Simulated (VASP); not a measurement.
# ZrO2 in VASP: further runs

ZrO2 is run at these levels: PBE+D3(BJ); tasks: single point.

Program: VASP 6.6.1. These are calculated values, not measurements. Logs are shortened: lines on timing, memory, paths and dates and some standing lists are left out, and cuts for length are marked.

## (1) The cell of the first run

The structure is cubic, space group Fm-3m (No. 225). Conventional cell: a = 5.088 Å, b = 5.088 Å, c = 5.088 Å, α = 90.00°, β = 90.00°, γ = 90.00°. Zr (site symmetry m-3m) has 8 O at 2.20 Å within 2.9 Å. Within 2.9 Å of O (site symmetry -43m) lie 4 Zr at 2.20 Å and 6 O at 2.54 Å.

## (2) Single point, PBE+D3(BJ)

INCAR reads:

```
SYSTEM = ZrO2
PREC     = Accurate       ! precision mode
ENCUT    = 600            ! plane-wave cutoff, eV
EDIFF    = 1E-6           ! SCF threshold, eV
ISMEAR   = 0              ! smearing method
SIGMA    = 0.1            ! smearing width, eV
LREAL    = .FALSE.        ! projectors in reciprocal space
LASPH    = .TRUE.         ! aspherical terms in the spheres
NELM     = 120            ! most SCF steps
ALGO     = Normal         ! electronic algorithm
ISIF     = 2              ! what is computed and relaxed
LWAVE    = .FALSE.        ! write WAVECAR
LCHARG   = .FALSE.        ! write CHGCAR
GGA      = PE             ! functional
IVDW     = 12             ! dispersion correction
NBANDS   = 33             ! bands
GGA_COMPAT= .FALSE.
```

KPOINTS reads:

```
Automatic mesh
0
G
  6 6 6
  0 0 0
```

POSCAR reads:

```
ZrO2
1.0
    0.0000000000     -2.5438747277     -2.5438747277
   -2.5438747277      0.0000000000     -2.5438747277
    2.5438747277      2.5438747277     -5.0877494553
Zr O
2 4
Direct
    0.2500000000      0.2500000000      0.2500000000
    0.7500000000      0.7500000000      0.7500000000
    0.8750000000      0.8750000000      0.3750000000
    0.3750000000      0.3750000000      0.8750000000
    0.6250000000      0.6250000000      0.1250000000
    0.1250000000      0.1250000000      0.6250000000
```

Potentials or basis: VASP PAW PBE potentials, release 64 (Zr_sv, O).

The run is started by

```sh
$ cat potpaw_PBE.64/Zr_sv/POTCAR potpaw_PBE.64/O/POTCAR > POTCAR
$ mpirun -np 1 vasp_std > vasp.out
```

OUTCAR:

```text
SYSTEM = ZrO2
   PREC = Accurate
   ENCUT = 600
   EDIFF = 1E-6
   ISMEAR = 0
   LREAL = .FALSE.
   LASPH = .TRUE.
   NELM = 120
   ISIF = 2
   GGA = PE
   IVDW = 12
 IVDW          = 12

 ion  position               nearest neighbor table
   1  0.250  0.250  0.250-   4 2.20   6 2.20   3 2.20   3 2.20   5 2.20   5 2.20   5 2.20   3 2.20
                             2 3.60   2 3.60   2 3.60   2 3.60   2 3.60   2 3.60
   2  0.750  0.750  0.750-   3 2.20   5 2.20   4 2.20   4 2.20   6 2.20   6 2.20   4 2.20   6 2.20
                             1 3.60   1 3.60   1 3.60   1 3.60   1 3.60   1 3.60
   3  0.875  0.875  0.375-   2 2.20   1 2.20   1 2.20   1 2.20
   4  0.375  0.375  0.875-   1 2.20   2 2.20   2 2.20   2 2.20
   5  0.625  0.625  0.125-   2 2.20   1 2.20   1 2.20   1 2.20
   6  0.125  0.125  0.625-   1 2.20   2 2.20   2 2.20   2 2.20

  LATTYP: Found a trigonal (rhomboedric) cell.
 ALAT       =     6.2311950524
 COS(alpha) =     0.8333333333

  Lattice vectors:

 A1 = (   2.5438747277,   5.0877494554,  -2.5438747276)
 A2 = (   5.0877494554,   2.5438747277,  -2.5438747276)
 A3 = (   2.5438747277,   2.5438747277,  -5.0877494553)

Analysis of symmetry for initial positions (statically):
=====================================================================
 Subroutine PRICEL returns following result:

  LATTYP: Found a face centered cubic cell.
 ALAT       =     5.0877494554

  Lattice vectors:

 A1 = (   0.0000000000,  -2.5438747277,   2.5438747276)
 A2 = (   2.5438747277,  -2.5438747277,  -0.0000000000)
 A3 = (   2.5438747277,   0.0000000000,   2.5438747277)

   2 primitive cells build up your supercell.

 Routine SETGRP: Setting up the symmetry group for a
 trigonal (rhombohedral) supercell.

 Subroutine GETGRP returns: Found 12 space group operations
 (whereof 12 operations were pure point group operations)
 out of a pool of 12 trial point group operations.

The static configuration has the point symmetry D_3d.

Analysis of symmetry for dynamics (positions and initial velocities):
=====================================================================
 Subroutine PRICEL returns following result:

  LATTYP: Found a face centered cubic cell.
 ALAT       =     5.0877494554

  Lattice vectors:

 A1 = (   0.0000000000,  -2.5438747277,   2.5438747276)
 A2 = (   2.5438747277,  -2.5438747277,  -0.0000000000)
 A3 = (   2.5438747277,   0.0000000000,   2.5438747277)

   2 primitive cells build up your supercell.
[... 105 lines left out ...]
   LNONCOLLINEAR =      F non collinear calculations
   LSORBIT =      F    spin-orbit coupling
   LASPH  =      T    aspherical Exc in radial PAW
   ENCUT  =  600.0 eV  44.10 Ry    6.64 a.u.   7.19  7.19 12.45*2*pi/ulx,y,z
   NELM   =    120;   NELMIN=  2; NELMDL= -5     # of ELM steps
   EDIFF  = 0.1E-05   stopping-criterion for ELM
   LREAL  =      F    real-space projection
[... 7 lines left out ...]
   TEBEG  =    0.0;   TEEND  =   0.0 temperature during run
   PSTRESS=    0.0 pullay stress
   NELECT =      48.0000    total number of electrons
   NUPDOWN=      -1.0000    fix difference up-down
   EMIN   =  10.00;   EMAX   =-10.00  energy-range for DOS
   EFERMI =   0.00;   METHOD = LEGACY
   ISMEAR =     0;   SIGMA  =   0.10  broadening in eV -4-tet -1-fermi 0-gaus
   EFERMI_NEDOS =   21; number of points for ismear=-14 and -15
   IALGO  =     38    algorithm
   IMIX   =      4    mixing-type and parameters
     AMIX     =   0.40;   BMIX     =  1.00
     AMIX_MAG =   1.60;   BMIX_MAG =  1.00
  volume/ion in A,a.u.               =      10.97        74.06
  Fermi-wavevector in a.u.,A,eV,Ry     =   1.473351  2.784229 29.535022  2.170763
  Thomas-Fermi vector in A             =   2.588255
   LORBIT       =      0    0 simple, 1 ext, 2 COOP (PROOUT), +10 PAW based schemes
   GGA     = PE    functional components
   LHFCALC =     F    Hartree Fock is set to
   AEXX    =    0.0000 exact exchange contribution
   IVDW    =    12    specifies the selected vdW correction
   LEPSILON=     F    determine dielectric tensor
   LRPA    =     F    only Hartree local field effects (RPA)
 non-spin polarized calculation
 Gauss-broadening in eV      SIGMA  =   0.10
  energy-cutoff  :      600.00
  volume of cell :       65.85
 maximum number of plane-waves:      2211
 NGX is ok and might be reduce to    30

 number of electron      47.9999989 magnetization

 Free energy of the ion-electron system (eV)
  ---------------------------------------------------
  ext. energy  EPLUGINS =         0.00000000
  ---------------------------------------------------
  free energy    TOTEN  =       -57.12936485 eV

  energy without entropy =      -57.12936485  energy(sigma->0) =      -57.12936485

 E-fermi :   7.7123     XC(G=0): -11.7897

 val. band max:        7.2364042701   @ k =   0.5000   0.5000  -0.0000
 cond. band min:      10.5943223244   @ k =   0.0000   0.0000   0.0000
 fundamental gap:      3.3579180543
 Fermi energy:         7.7122549982

 k-point     1 :       0.0000    0.0000    0.0000
  band No.  band energies     occupation
      1     -40.8448      2.00000
      2     -40.7977      2.00000
      3     -19.3522      2.00000
      4     -18.7356      2.00000
      5     -18.7356      2.00000
      6     -18.6653      2.00000
[... 853 lines left out ...]
     32      14.6882      0.00000
     33      15.3676      0.00000

 [... further k-points ...]

------------------------ aborting loop because EDIFF is reached ----------------------------------------

 Edisp (eV)   -1.60426

 E8    (eV) :    -0.6857

  FORCE on cell =-STRESS in cart. coord.  units (eV):
  Direction    XX          YY          ZZ          XY          YZ          ZX
  --------------------------------------------------------------------------------------
  -------------------------------------------------------------------------------------
  Total       0.02798     0.02798     0.02798    -0.00013     0.00013     0.00013
  in kB       0.68088     0.68088     0.68088    -0.00313     0.00313     0.00313
  external pressure =        0.68 kB  Pullay stress =        0.00 kB

 VOLUME and BASIS-vectors are now :
 -----------------------------------------------------------------------------
  energy-cutoff  :      600.00
  volume of cell :       65.85
      direct lattice vectors                 reciprocal lattice vectors
     0.000000000 -2.543874728 -2.543874728     0.098275280 -0.294825839 -0.098275280
    -2.543874728  0.000000000 -2.543874728    -0.294825839  0.098275280 -0.098275280
     2.543874728  2.543874728 -5.087749455     0.098275280  0.098275280 -0.098275280

 POSITION                                       TOTAL-FORCE (eV/Angst)
 -----------------------------------------------------------------------------------
      0.00000      0.00000     -2.54387         0.000000     -0.000000     -0.000000
      0.00000      0.00000     -7.63162         0.000000     -0.000000     -0.000000
     -1.27194     -1.27194     -6.35969         0.000003      0.000003     -0.000003
      1.27194      1.27194     -6.35969         0.000003      0.000003     -0.000003
     -1.27194     -1.27194     -3.81581        -0.000003     -0.000003      0.000003
      1.27194      1.27194     -3.81581        -0.000003     -0.000003      0.000003
 -----------------------------------------------------------------------------------
    total drift:                                0.000000     -0.000000     -0.000000

  FREE ENERGIE OF THE ION-ELECTRON SYSTEM (eV)
  ---------------------------------------------------
  free  energy   TOTEN  =       -58.7336296872 eV

  energy  without entropy=      -58.7336296872  energy(sigma->0) =      -58.73362969
```

OSZICAR:

```text
N       E                     dE             d eps       ncg     rms          rms(c)
DAV:   1     0.463824519158E+03    0.46382E+03   -0.29295E+04  2112   0.166E+03
DAV:   2    -0.353207928319E+02   -0.49915E+03   -0.47292E+03  2640   0.440E+02
DAV:   3    -0.679425873202E+02   -0.32622E+02   -0.32409E+02  3016   0.105E+02
DAV:   4    -0.697590703310E+02   -0.18165E+01   -0.18142E+01  3243   0.192E+01
DAV:   5    -0.698012765225E+02   -0.42206E-01   -0.42204E-01  2778   0.229E+00    0.343E+01
DAV:   6    -0.571341963274E+02    0.12667E+02   -0.50286E+01  2479   0.456E+01    0.124E+01
DAV:   7    -0.571778703678E+02   -0.43674E-01   -0.36215E+00  3165   0.996E+00    0.885E+00
DAV:   8    -0.571496962914E+02    0.28174E-01   -0.63124E-01  2584   0.551E+00    0.179E+00
DAV:   9    -0.571272080153E+02    0.22488E-01   -0.13515E-01  2689   0.200E+00    0.638E-01
DAV:  10    -0.571299214783E+02   -0.27135E-02   -0.18262E-02  2445   0.111E+00    0.500E-01
DAV:  11    -0.571293783641E+02    0.54311E-03   -0.37625E-03  2645   0.500E-01    0.126E-01
DAV:  12    -0.571293583771E+02    0.19987E-04   -0.36954E-04  2689   0.132E-01    0.243E-02
DAV:  13    -0.571293634617E+02   -0.50846E-05   -0.19568E-05  2681   0.292E-02    0.101E-02
DAV:  14    -0.571293649775E+02   -0.15158E-05   -0.31153E-06  2211   0.108E-02    0.298E-03
DAV:  15    -0.571293648516E+02    0.12596E-06   -0.45332E-07  1735   0.424E-03
   1 F= -.58733630E+02 E0= -.58733630E+02  d E =-.114866E-12
```

stdout:

```text
POSCAR found type information on POSCAR ZrO
 POSCAR found :  2 types and       6 ions
 scaLAPACK will be used
 LDA part: xc-table for (Slater+PW92), standard interpolation
 POSCAR, INCAR and KPOINTS ok, starting setup
 FFT: planning ... GRIDC
 FFT: planning ... GRID_SOFT
 FFT: planning ... GRID
 WAVECAR not read
 entering main loop
```

Run time: 3.2 min. Hardware: 1 thread of Intel Xeon 8259CL, shared host; peak memory 0.24 GiB.

What came out:

* Free energy: -58.7336 eV
* Pressure: 0.1 GPa
* Band gap on the k mesh: 3.36 eV
* Dispersion energy per atom: -0.267 eV

Levels at points of the mesh, in eV from the valence-band top:
| k point | band 21 | band 22 | band 23 | band 24 | band 25 | band 26 | band 27 | band 28 |
| --- | --- | --- | --- | --- | --- | --- | --- | --- |
| (0.00, 0.00, 0.00) | -1.64 | -0.53 | -0.53 | -0.53 | 3.36 | 3.36 | 4.00 | 4.00 |
| (0.50, 0.00, 0.00) | -1.21 | -1.21 | -1.15 | -1.15 | 4.17 | 4.17 | 4.42 | 4.42 |
| (0.50, 0.50, 0.00) | -1.64 | -1.51 | -1.51 | 0.00 | 3.80 | 4.00 | 4.00 | 4.75 |
| (0.00, 0.00, 0.50) | -1.30 | -1.30 | -1.30 | -1.30 | 4.06 | 4.06 | 4.06 | 4.06 |

A k mesh can miss the band edges.

## (3) Single point, PBE+D3(BJ), non-collinear spin, zero start, spin-orbit coupling

This run uses another cell than the first one: it holds 3 atoms, not 6.

INCAR reads:

```
SYSTEM = ZrO2
PREC = Accurate ; ENCUT = 600
EDIFF = 1E-6 ; ISMEAR = 0
SIGMA = 0.02 ; LREAL = .False.
LASPH = .True. ; NELM = 200
ALGO = Normal ; ISIF = 2
LWAVE = .False. ; LCHARG = .False.
MAGMOM = 0 0 0 0 0 0 0 0 0 ; LORBIT = 11
LSORBIT = .True. ; GGA_COMPAT = .False.
LORBMOM = .True. ; LMAXMIX = 4
GGA = PE ; IVDW = 12
NBANDS = 37
```

KPOINTS reads:

```
Automatic mesh
0
Gamma
  8 8 8
  0 0 0
```

POSCAR reads:

```
ZrO2
1.0
    0.0000000000      2.5438747277      2.5438747277
    2.5438747277      0.0000000000      2.5438747277
    2.5438747277      2.5438747277      0.0000000000
Zr O
1 2
Direct
    0.5000000000      0.5000000000      0.5000000000
    0.7500000000      0.7500000000      0.7500000000
    0.2500000000      0.2500000000      0.2500000000
```

Potentials or basis: VASP PAW PBE potentials, release 64 (Zr_sv, O).

The run is started by

```sh
$ cat potpaw_PBE.64/Zr_sv/POTCAR potpaw_PBE.64/O/POTCAR > POTCAR
$ mpirun -np 1 vasp_ncl > vasp.out
```

Wall time 4.1 min (1 thread of Intel Xeon 8259CL, shared host); peak memory 0.32 GiB.

Results (log left out):

```
Free energy                                           : -29.4335 eV
Pressure                                              : 0.1 GPa
Net moment                                            : 0.00 μB per cell
Valence electrons inside the program's atomic spheres : Zr 9.53; O 5.10
Dispersion energy per atom                            : -0.267 eV
```

Moments on the atoms (μB; x, y, z):
```
Zr  0.00 0.00 0.00
O   0.00 0.00 0.00
O   0.00 0.00 0.00
```

## (4) Single point, PBE+D3(BJ)

INCAR reads:

```
SYSTEM = ZrO2
PREC = Accurate ; ENCUT = 600
EDIFF = 1E-6 ; ISMEAR = 0
SIGMA = 0.1 ; LREAL = .FALSE.
LASPH = .TRUE. ; NELM = 120
ALGO = Normal ; ISIF = 2
LWAVE = .FALSE. ; LCHARG = .FALSE.
GGA = PE ; IVDW = 12
NBANDS = 33 ; GGA_COMPAT = .FALSE.
```

KPOINTS reads:

```
regular mesh
0
G
  6 6 6
  0 0 0
```

POSCAR reads:

```
ZrO2
1.0
   -0.0002015362     -2.5439686650     -2.5439648073
   -2.5442835634      0.0001164767     -2.5442809021
    2.5422495991      2.5428875202     -5.0866522071
Zr O
2 4
Direct
    0.2499818288      0.2500132237      0.2500075715
    0.7500274727      0.7499634808      0.7500006981
    0.8750296020      0.8749965723      0.3749669293
    0.3750284912      0.3750053925      0.8749589234
    0.6249658420      0.6250089829      0.1250366123
    0.1249667634      0.1250123477      0.6250292655
```

The run is started by

```sh
$ cat potpaw_PBE.64/Zr_sv/POTCAR potpaw_PBE.64/O/POTCAR > POTCAR
$ mpirun -np 1 vasp_std > vasp.out
```

It took 9.4 min on 1 thread of Intel Xeon 8259CL, shared host; peak memory 0.37 GiB.

The run converged. Its results:

```yaml
Free_energy: -58.7335 eV
Pressure: 0.1 GPa
Band_gap_on_the_k_mesh: 3.36 eV
Dispersion_energy_per_atom: -0.267 eV
```

Levels at points of the mesh, in eV from the valence-band top:
```
           k point  band 22  band 23  band 24  band 25  band 26  band 27
(0.00, 0.00, 0.00)    -0.53    -0.53    -0.53     3.36     3.36     4.00
(0.50, 0.00, 0.00)    -1.21    -1.15    -1.15     4.17     4.17     4.42
(0.00, 0.50, 0.00)    -1.21    -1.15    -1.15     4.17     4.17     4.42
(0.50, 0.50, 0.00)    -1.51    -1.51     0.00     3.80     4.00     4.00
(0.00, 0.00, 0.50)    -1.30    -1.30    -1.30     4.06     4.06     4.06
(0.50, 0.00, 0.50)    -1.51    -1.51     0.00     3.80     4.00     4.00
(0.00, 0.50, 0.50)    -1.51    -1.51     0.00     3.80     4.00     4.00
(0.50, 0.50, 0.50)    -1.21    -1.15    -1.15     4.17     4.17     4.42
```

A k mesh can miss the band edges.

## (5) Summary

| spin | cell | k mesh | smearing | gap on the mesh (eV) | pressure (GPa) |
| --- | --- | --- | --- | --- | --- |
| off | a = 3.598, b = 3.598, c = 6.231 Å, angles 73.2, 73.2, 60.0°, 6 atoms, atomic positions A | 6 × 6 × 6 | gaussian 0.1 eV | 3.36 | 0.1 |
| non-collinear, zero start, SOC | a = 3.598 Å, angles 60.0°, 3 atoms, atomic positions B | 8 × 8 × 8 | gaussian 0.02 eV | - | 0.1 |
| off | a = 3.598, b = 3.598, c = 6.229 Å, angles 73.2, 73.2, 60.0°, 6 atoms, atomic positions A | 6 × 6 × 6 | gaussian 0.1 eV | 3.36 | 0.1 |

Alike in all rows: task single point; level PBE+D3(BJ); potentials or basis VASP PAW PBE potentials, release 64 (Zr_sv, O); cutoff (eV) 600.

Total energies depend on the potentials used, so only differences within one code and one set of settings carry meaning.
